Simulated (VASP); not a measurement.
Set up this calculation in VASP 6.6.1, as the native input.

```yaml
Task: single point
Functional: PBE
Potentials_or_basis: VASP PAW PBE potentials, release 64 (C)
Cutoff: 520 eV
k_mesh: 12 × 12 × 2
Occupations: gaussian, width 0.05 eV
Spin: no spin polarisation
Dipole_correction: no
Further_INCAR_settings: ALGO = Normal; EDIFF = 1e-07; NBANDS = 36
```

The structure of C lies in POSCAR:

```
C
1.0
    2.5205457478      0.1386300161      0.1386300161
   -1.1402157582      2.1135416409      0.0507421076
    0.6836011873      0.6836011873     12.4291124965
C
12
Direct
    0.0000000000      0.0000000000      0.1868593266
    0.0000000000      0.0000000000      0.6868593266
    0.0000000000      0.0000000000      0.3131406734
    0.0000000000      0.0000000000      0.8131406734
    0.3333333333      0.6666666667      0.5207665411
    0.6666666667      0.3333333333      0.0207665411
    0.3333333333      0.6666666667      0.9792334589
    0.6666666667      0.3333333333      0.4792334589
    0.3333333333      0.6666666667      0.6450950823
    0.6666666667      0.3333333333      0.1450950823
    0.3333333333      0.6666666667      0.8549049177
    0.6666666667      0.3333333333      0.3549049177
```

The input as run:

INCAR

```
SYSTEM = C
PREC = Accurate ; ENCUT = 520
EDIFF = 1E-7 ; ISMEAR = 0
SIGMA = 0.05 ; LREAL = .FALSE.
LASPH = .TRUE. ; NELM = 80
ALGO = Normal ; ISIF = 2
LWAVE = .FALSE. ; LCHARG = .TRUE.
GGA = PE ; LELF = .TRUE.
LVHAR = .TRUE. ; NBANDS = 36
```

KPOINTS

```
Automatic mesh
0
G
  12 12 2
  0 0 0
```

Potentials or basis: VASP PAW PBE potentials, release 64 (C).

Launch:

```sh
$ cat potpaw_PBE.64/C/POTCAR > POTCAR
$ mpirun -np 1 vasp_std > vasp.out
```

It gave:

The pressure is 11.2 GPa, the largest force is 0.792 eV/Å and the band gap on the k mesh is 2.16 eV (least direct gap 2.33 eV).

Caveat: the cell stands under pressure.

It took 5.6 min on 1 thread of Intel(R) Xeon(R) Platinum 8488C (Sapphire Rapids) (shared host), peak memory 0.33 GiB.
